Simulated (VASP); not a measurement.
# Cu (P6_3/mmc) in VASP: further runs

Cu is run at these levels: LDA; tasks: single point.

All numbers are computed with VASP 6.6.1; they aren't measurements. Logs are shortened: lines on timing, memory, paths and dates and some standing lists are left out, and cuts for length are marked.

## Step 1: The cell of the first run

It takes space group P6_3/mmc (No. 194, hexagonal). Conventional cell: a = 2.534 Å, b = 2.534 Å, c = 4.113 Å, α = 90.00°, β = 90.00°, γ = 120.00°. Cu (site symmetry -6m2) has 12 Cu at 2.52 to 2.53 Å within 3.3 Å.

## Step 2: Single point, LDA

INCAR reads:

```
  ALGO = Normal
  EDIFF = 1E-7
  ENCUT = 520
  GGA = CA
  ISIF = 2
  ISMEAR = 1
  LASPH = T
  LCHARG = F
  LREAL = F
  LWAVE = F
  NBANDS = 18
  NELM = 60
  PREC = Accurate
  SIGMA = 0.15
```

KPOINTS reads:

```
k-points
0
Gamma
  4 4 2
```

POSCAR reads:

```
Cu
1.0
    2.5340970000      0.0000000000      0.0000000000
   -1.2670480000      2.1945920000      0.0000000000
    0.0000000000      0.0000000000      4.1125710000
Cu
2
Direct
    0.3333333333      0.6666666667      0.2500000000
    0.6666666667      0.3333333333      0.7500000000
```

Potentials or basis: VASP PAW LDA potentials, release 64 (Cu).

The run is started by

```sh
cat potpaw_LDA.64/Cu/POTCAR > POTCAR
mpirun -np 1 vasp_std > vasp.out
```

OUTCAR:

```text
EDIFF = 1E-7
   ENCUT = 520
   GGA = CA
   ISIF = 2
   ISMEAR = 1
   LASPH = T
   LREAL = F
   NELM = 60
   PREC = Accurate

 ion  position               nearest neighbor table
   1  0.333  0.667  0.250-   2 2.52   2 2.52   2 2.52   2 2.52   2 2.52   2 2.52
   2  0.667  0.333  0.750-   1 2.52   1 2.52   1 2.52   1 2.52   1 2.52   1 2.52

  LATTYP: Found a hexagonal cell.
 ALAT       =     2.5340970000
 C/A-ratio  =     1.6228940723

  Lattice vectors:

 A1 = (   2.5340970000,   0.0000000000,   0.0000000000)
 A2 = (  -1.2670480000,   2.1945920000,   0.0000000000)
 A3 = (   0.0000000000,   0.0000000000,   4.1125710000)

Analysis of symmetry for initial positions (statically):
=====================================================================
 Subroutine PRICEL returns:
 Original cell was already a primitive cell.

 Routine SETGRP: Setting up the symmetry group for a
 hexagonal supercell.

 Subroutine GETGRP returns: Found 24 space group operations
 (whereof 12 operations were pure point group operations)
 out of a pool of 24 trial point group operations.

The static configuration has the point symmetry D_3d.
 The point group associated with its full space group is D_6h.

Analysis of symmetry for dynamics (positions and initial velocities):
=====================================================================
 Subroutine PRICEL returns:
 Original cell was already a primitive cell.

 Routine SETGRP: Setting up the symmetry group for a
 hexagonal supercell.

 Subroutine GETGRP returns: Found 24 space group operations
 (whereof 12 operations were pure point group operations)
 out of a pool of 24 trial point group operations.

The dynamic configuration has the point symmetry D_3d.
 The point group associated with its full space group is D_6h.

 Subroutine INISYM returns: Found 24 space group operations
 (whereof 12 operations are pure point group operations),
 and found     1 'primitive' translations

----------------------------------------------------------------------------------------

                                     Primitive cell

  volume of cell :      22.8713

[... 63 lines left out ...]
   ISTART =      0    job   : 0-new  1-cont  2-samecut
   ICHARG =      2    charge: 1-file 2-atom 10-const
   ISPIN  =      1    spin polarized calculation?
   LNONCOLLINEAR =      F non collinear calculations
   LSORBIT =      F    spin-orbit coupling
   LASPH  =      T    aspherical Exc in radial PAW
   ENCUT  =  520.0 eV  38.22 Ry    6.18 a.u.   4.71  4.71  7.65*2*pi/ulx,y,z
   NELM   =     60;   NELMIN=  2; NELMDL= -5     # of ELM steps
   EDIFF  = 0.1E-06   stopping-criterion for ELM
   LREAL  =      F    real-space projection
   EDIFFG = 0.1E-05   stopping-criterion for IOM
   NSW    =      0    number of steps for IOM
   IBRION =     -1    ionic relax: 0-MD 1-quasi-New 2-CG
   NFREE  =      0    steps in history (QN), initial steepest desc. (CG)
   ISIF   =      2    stress and relaxation
   ISYM   =      2    0-nonsym 1-usesym 2-fastsym
   POTIM  = 0.5000    time-step for ionic-motion
   TEBEG  =    0.0;   TEEND  =   0.0 temperature during run
   PSTRESS=    0.0 pullay stress
   NELECT =      22.0000    total number of electrons
   NUPDOWN=      -1.0000    fix difference up-down
   EMIN   =  10.00;   EMAX   =-10.00  energy-range for DOS
   EFERMI =   0.00;   METHOD = LEGACY
   ISMEAR =     1;   SIGMA  =   0.15  broadening in eV -4-tet -1-fermi 0-gaus
   EFERMI_NEDOS =   21; number of points for ismear=-14 and -15
   IALGO  =     38    algorithm
   IMIX   =      4    mixing-type and parameters
     AMIX     =   0.40;   BMIX     =  1.00
     AMIX_MAG =   1.60;   BMIX_MAG =  1.00
  volume/ion in A,a.u.               =      11.44        77.17
  Fermi-wavevector in a.u.,A,eV,Ry     =   1.616041  3.053874 35.532798  2.611587
  Thomas-Fermi vector in A             =   2.710691
   LORBIT       =      0    0 simple, 1 ext, 2 COOP (PROOUT), +10 PAW based schemes
   GGA     = CA    functional components
   LHFCALC =     F    Hartree Fock is set to
   AEXX    =    0.0000 exact exchange contribution
   IVDW    =     0    specifies the selected vdW correction
   LEPSILON=     F    determine dielectric tensor
   LRPA    =     F    only Hartree local field effects (RPA)
 non-spin polarized calculation
 Methfessel and Paxton  Order N= 1 SIGMA  =   0.15
  energy-cutoff  :      520.00
  volume of cell :       22.87
 maximum number of plane-waves:       640
 NGX is ok and might be reduce to    20
   NGX =  9   NGY =  9   NGZ = 15

 number of electron      21.9999979 magnetization

 Free energy of the ion-electron system (eV)
  ---------------------------------------------------
  ext. energy  EPLUGINS =         0.00000000
  ---------------------------------------------------
  free energy    TOTEN  =        -9.22259486 eV

  energy without entropy =       -9.21861197  energy(sigma->0) =       -9.22126723

 E-fermi :   8.1445     XC(G=0): -13.2887

 val. band max:        7.7576788328   @ k =   0.5000   0.0000   0.0000
 cond. band min:       8.2100947690   @ k =   0.5000   0.0000   0.5000
 fundamental gap:      0.4524159362
 Fermi energy:         8.1445024934

 k-point     1 :       0.0000    0.0000    0.0000
  band No.  band energies     occupation
      1      -1.8470      2.00000
      2       2.4918      2.00000
      3       4.6534      2.00000
      4       4.6613      2.00000
      5       4.6614      2.00000
      6       4.8861      2.00000
[... 145 lines left out ...]
      5       4.4084      2.00000
      6       4.4084      2.00000
[... 10 lines left out ...]
     17      25.6801      0.00000
     18      25.6801      0.00000

------------------------ aborting loop because EDIFF is reached ----------------------------------------

  FORCE on cell =-STRESS in cart. coord.  units (eV):
  Direction    XX          YY          ZZ          XY          YZ          ZX
  --------------------------------------------------------------------------------------
  -------------------------------------------------------------------------------------
  Total       -0.6301115     -0.6301113     -1.2855842     -0.0000001      0.0000000      0.0000000
  in kB      -44.1405296    -44.1405145    -90.0576608     -0.0000101      0.0000000      0.0000000
  external PRESSURE =     -59.4462350 kB  Pullay stress =       0.0000000 kB

 VOLUME and BASIS-vectors are now :
 -----------------------------------------------------------------------------
  energy-cutoff  :      520.00
  volume of cell :       22.87
      direct lattice vectors                 reciprocal lattice vectors
     2.534097000  0.000000000  0.000000000     0.394617886  0.227832692  0.000000000
    -1.267048000  2.194592000  0.000000000     0.000000000  0.455665563  0.000000000
     0.000000000  0.000000000  4.112571000     0.000000000  0.000000000  0.243156896

 POSITION                                       TOTAL-FORCE (eV/Angst)
 -----------------------------------------------------------------------------------
      0.00000      1.46306      1.02814         0.000000     -0.000000      0.000000
      1.26705      0.73153      3.08443        -0.000000      0.000000      0.000000
 -----------------------------------------------------------------------------------
    total drift:                                0.000000     -0.000000      0.000000

  FREE ENERGIE OF THE ION-ELECTRON SYSTEM (eV)
  ---------------------------------------------------
  free  energy   TOTEN  =        -9.2225948604 eV

  energy  without entropy=       -9.2186119716  energy(sigma->0) =       -9.22126723
```

stdout:

```text
POSCAR found type information on POSCAR Cu
 POSCAR found :  1 types and       2 ions
 scaLAPACK will be used
 LDA part: xc-table for (Slater(with rela. corr.)+CA(PZ))
 , standard interpolation
 POSCAR, INCAR and KPOINTS ok, starting setup
 FFT: planning ... GRIDC
 FFT: planning ... GRID_SOFT
 FFT: planning ... GRID
 WAVECAR not read
 entering main loop
```

Run time: 4 s. Hardware: 1 thread of Intel Xeon Platinum 8259CL at 2.50GHz (Skylake/Cascade Lake), shared host; peak memory 0.12 GiB.

What came out:

```
Free energy            : -9.2226 eV
Pressure               : -5.9 GPa
Band gap on the k mesh : zero (band 11 reaches 8.68 eV, above the bottom of band 12 at 5.76 eV)
```

Caveat: the k points lie up to 0.76 Å⁻¹ apart.

## Step 3: Single point, LDA

INCAR reads:

```
PREC = Accurate ; ENCUT = 520
EDIFF = 1E-6 ; ISMEAR = 1
SIGMA = 0.15 ; LREAL = False
LASPH = True ; NELM = 80
ALGO = Normal ; ISIF = 2
LWAVE = False ; LCHARG = True
GGA = CA ; LELF = True
LVHAR = True ; NBANDS = 18
```

KPOINTS reads:

```
regular mesh
0
Gamma
  5 5 3
```

POSCAR is that of step 2.

Potentials or basis: VASP PAW LDA potentials, release 64 (Cu).

The run is started by

```sh
cat potpaw_LDA.64/Cu/POTCAR > POTCAR
mpirun -np 1 vasp_std > vasp.out
```

OUTCAR:

```text
PREC = Accurate
   ENCUT = 520
   EDIFF = 1E-6
   ISMEAR = 1
   LREAL = False
   LASPH = True
   NELM = 80
   ISIF = 2
   GGA = CA

 ion  position               nearest neighbor table
   1  0.333  0.667  0.250-   2 2.52   2 2.52   2 2.52   2 2.52   2 2.52   2 2.52
   2  0.667  0.333  0.750-   1 2.52   1 2.52   1 2.52   1 2.52   1 2.52   1 2.52

  LATTYP: Found a hexagonal cell.
 ALAT       =     2.5340970000
 C/A-ratio  =     1.6228940723

  Lattice vectors:

[... 382 lines left out ...]

------------------------ aborting loop because EDIFF is reached ----------------------------------------

  FORCE on cell =-STRESS in cart. coord.  units (eV):
  Direction    XX          YY          ZZ          XY          YZ          ZX
  --------------------------------------------------------------------------------------
  -------------------------------------------------------------------------------------
  Total       -1.2848796     -1.2848792     -0.6202625     -0.0000003      0.0000000      0.0000000
  in kB      -90.0083060    -90.0082750    -43.4505880     -0.0000205      0.0000000      0.0000000
  external PRESSURE =     -74.4890563 kB  Pullay stress =       0.0000000 kB

 VOLUME and BASIS-vectors are now :
 -----------------------------------------------------------------------------
  energy-cutoff  :      520.00
  volume of cell :       22.87
      direct lattice vectors                 reciprocal lattice vectors
     2.534097000  0.000000000  0.000000000     0.394617886  0.227832692  0.000000000
    -1.267048000  2.194592000  0.000000000     0.000000000  0.455665563  0.000000000
     0.000000000  0.000000000  4.112571000     0.000000000  0.000000000  0.243156896

 POSITION                                       TOTAL-FORCE (eV/Angst)
 -----------------------------------------------------------------------------------
      0.00000      1.46306      1.02814         0.000000      0.000000      0.000000
      1.26705      0.73153      3.08443        -0.000000     -0.000000      0.000000
 -----------------------------------------------------------------------------------
    total drift:                                0.000000     -0.000000      0.000000

  FREE ENERGIE OF THE ION-ELECTRON SYSTEM (eV)
  ---------------------------------------------------
  free  energy   TOTEN  =        -9.5144326367 eV

  energy  without entropy=       -9.5095478048  energy(sigma->0) =       -9.51280436
```

OSZICAR:

```text
N       E                     dE             d eps       ncg     rms          rms(c)
DAV:   1     0.122189328503E+03    0.12219E+03   -0.10394E+04   384   0.226E+03
DAV:   2    -0.432961822517E+01   -0.12652E+03   -0.12084E+03   360   0.291E+02
DAV:   3    -0.113707937198E+02   -0.70412E+01   -0.67138E+01   400   0.925E+01
DAV:   4    -0.114506982003E+02   -0.79904E-01   -0.79863E-01   452   0.109E+01
DAV:   5    -0.114517315140E+02   -0.10333E-02   -0.10333E-02   444   0.104E+00    0.111E+01
DAV:   6    -0.102802476663E+02    0.11715E+01   -0.11711E+01   388   0.101E+02    0.551E+00
DAV:   7    -0.954312677513E+01    0.73712E+00   -0.23776E+00   420   0.414E+01    0.715E-01
DAV:   8    -0.951957560008E+01    0.23551E-01   -0.23934E-02   536   0.240E+00    0.518E-01
DAV:   9    -0.951439568053E+01    0.51799E-02   -0.71360E-03   448   0.242E+00    0.138E-02
DAV:  10    -0.951443169265E+01   -0.36012E-04   -0.20845E-04   448   0.172E-01    0.823E-03
DAV:  11    -0.951443263670E+01   -0.94405E-06   -0.28456E-06   402   0.352E-02
   1 F= -.95144326E+01 E0= -.95128044E+01  d E =-.488483E-02
```

stdout:

```text
POSCAR found type information on POSCAR Cu
 POSCAR found :  1 types and       2 ions
 scaLAPACK will be used
 LDA part: xc-table for (Slater(with rela. corr.)+CA(PZ))
 , standard interpolation
 POSCAR, INCAR and KPOINTS ok, starting setup
 FFT: planning ... GRIDC
 FFT: planning ... GRID_SOFT
 FFT: planning ... GRID
 WAVECAR not read
 entering main loop
```

Run time: 4.1 s. Hardware: 1 thread of Intel Xeon Platinum 8259CL at 2.50GHz (Skylake/Cascade Lake), shared host; peak memory 0.12 GiB.

Results:

```yaml
Free_energy: -9.5144 eV
Pressure: -7.4 GPa
Band_gap_on_the_k_mesh: zero (band 11 reaches 9.66 eV, above the bottom of band 12 at 5.90 eV)
```

Stress tensor (GPa, compression positive):
```
-9.00  0.00  0.00
 0.00 -9.00  0.00
 0.00  0.00 -4.35
```

Caveat: the k points lie up to 0.57 Å⁻¹ apart.

## Step 4: Single point, LDA

INCAR reads:

```
  PREC = Accurate
  ENCUT = 520
  EDIFF = 1E-6
  ISMEAR = 1
  SIGMA = 0.15
  LREAL = False
  LASPH = True
  NELM = 80
  ALGO = Normal
  ISIF = 2
  LWAVE = False
  LCHARG = False
  GGA = CA
  NBANDS = 18
```

KPOINTS reads:

```
Automatic mesh
0
Gamma
  6 6 3
```

POSCAR is that of step 3.

Potentials or basis: VASP PAW LDA potentials, release 64 (Cu).

The run is started by

```sh
cat potpaw_LDA.64/Cu/POTCAR > POTCAR
mpirun -np 1 vasp_std > vasp.out
```

OUTCAR:

```text
PREC = Accurate
   ENCUT = 520
   EDIFF = 1E-6
   ISMEAR = 1
   LREAL = False
   LASPH = True
   NELM = 80
   ISIF = 2
   GGA = CA

 ion  position               nearest neighbor table
   1  0.333  0.667  0.250-   2 2.52   2 2.52   2 2.52   2 2.52   2 2.52   2 2.52
   2  0.667  0.333  0.750-   1 2.52   1 2.52   1 2.52   1 2.52   1 2.52   1 2.52

  LATTYP: Found a hexagonal cell.
 ALAT       =     2.5340970000
 C/A-ratio  =     1.6228940723

  Lattice vectors:

[... 470 lines left out ...]

------------------------ aborting loop because EDIFF is reached ----------------------------------------

  FORCE on cell =-STRESS in cart. coord.  units (eV):
  Direction    XX          YY          ZZ          XY          YZ          ZX
  --------------------------------------------------------------------------------------
  -------------------------------------------------------------------------------------
  Total       -1.0028752     -1.0028749     -0.9031455     -0.0000002     -0.0000000      0.0000000
  in kB      -70.2533535    -70.2533293    -63.2670891     -0.0000160     -0.0000000      0.0000000
  external PRESSURE =     -67.9245906 kB  Pullay stress =       0.0000000 kB

 VOLUME and BASIS-vectors are now :
 -----------------------------------------------------------------------------
  energy-cutoff  :      520.00
  volume of cell :       22.87
      direct lattice vectors                 reciprocal lattice vectors
     2.534097000  0.000000000  0.000000000     0.394617886  0.227832692  0.000000000
    -1.267048000  2.194592000  0.000000000     0.000000000  0.455665563  0.000000000
     0.000000000  0.000000000  4.112571000     0.000000000  0.000000000  0.243156896

 POSITION                                       TOTAL-FORCE (eV/Angst)
 -----------------------------------------------------------------------------------
      0.00000      1.46306      1.02814         0.000000      0.000000      0.000000
      1.26705      0.73153      3.08443        -0.000000      0.000000      0.000000
 -----------------------------------------------------------------------------------
    total drift:                                0.000000     -0.000000      0.000000

  FREE ENERGIE OF THE ION-ELECTRON SYSTEM (eV)
  ---------------------------------------------------
  free  energy   TOTEN  =        -9.2087307596 eV

  energy  without entropy=       -9.2031198090  energy(sigma->0) =       -9.20686044
```

OSZICAR:

```text
N       E                     dE             d eps       ncg     rms          rms(c)
DAV:   1     0.117649588250E+03    0.11765E+03   -0.10861E+04   560   0.229E+03
DAV:   2    -0.489338654673E+01   -0.12254E+03   -0.11649E+03   504   0.288E+02
DAV:   3    -0.111952376650E+02   -0.63019E+01   -0.61717E+01   580   0.869E+01
DAV:   4    -0.112635176093E+02   -0.68280E-01   -0.68215E-01   590   0.958E+00
DAV:   5    -0.112644890403E+02   -0.97143E-03   -0.97141E-03   664   0.103E+00    0.114E+01
DAV:   6    -0.100376819401E+02    0.12268E+01   -0.12292E+01   534   0.104E+02    0.584E+00
DAV:   7    -0.924362140973E+01    0.79406E+00   -0.25645E+00   578   0.434E+01    0.952E-01
DAV:   8    -0.921166663389E+01    0.31955E-01   -0.13724E-02   750   0.145E+00    0.364E-01
DAV:   9    -0.920870125010E+01    0.29654E-02   -0.25937E-03   778   0.142E+00    0.153E-02
DAV:  10    -0.920872846420E+01   -0.27214E-04   -0.10412E-04   554   0.101E-01    0.511E-03
DAV:  11    -0.920873073815E+01   -0.22740E-05   -0.23673E-06   548   0.198E-02    0.263E-03
DAV:  12    -0.920873075963E+01   -0.21471E-07   -0.25269E-07   314   0.966E-03
   1 F= -.92087308E+01 E0= -.92068604E+01  d E =-.561095E-02
```

stdout:

```text
POSCAR found type information on POSCAR Cu
 POSCAR found :  1 types and       2 ions
 scaLAPACK will be used
 LDA part: xc-table for (Slater(with rela. corr.)+CA(PZ))
 , standard interpolation
 POSCAR, INCAR and KPOINTS ok, starting setup
 FFT: planning ... GRIDC
 FFT: planning ... GRID_SOFT
 FFT: planning ... GRID
 WAVECAR not read
 entering main loop
```

Run time: 5 s. Hardware: 1 thread of Intel Xeon Platinum 8259CL at 2.50GHz (Skylake/Cascade Lake), shared host; peak memory 0.12 GiB.

What came out:

| Quantity | Value |
| --- | --- |
| Free energy | -9.2087 eV |
| Pressure | -6.8 GPa |
| Band gap on the k mesh | zero (band 11 reaches 11.59 eV, above the bottom of band 12 at 5.82 eV) |

Caveat: the k points lie up to 0.51 Å⁻¹ apart.

## Step 5: The runs side by side

| k mesh | gap on the mesh (eV) | pressure (GPa) |
| --- | --- | --- |
| 4 × 4 × 2 | none | -5.9 |
| 5 × 5 × 3 | none | -7.4 |
| 6 × 6 × 3 | none | -6.8 |

Alike in all rows: task single point; level LDA; potentials or basis VASP PAW LDA potentials, release 64 (Cu); no spin polarisation; cell as given; cutoff (eV) 520; smearing methfessel-paxton 0.15 eV.

Caveats: all runs use coarse meshes.

Total energies depend on the potentials used, so only differences within one code and one set of settings carry meaning.
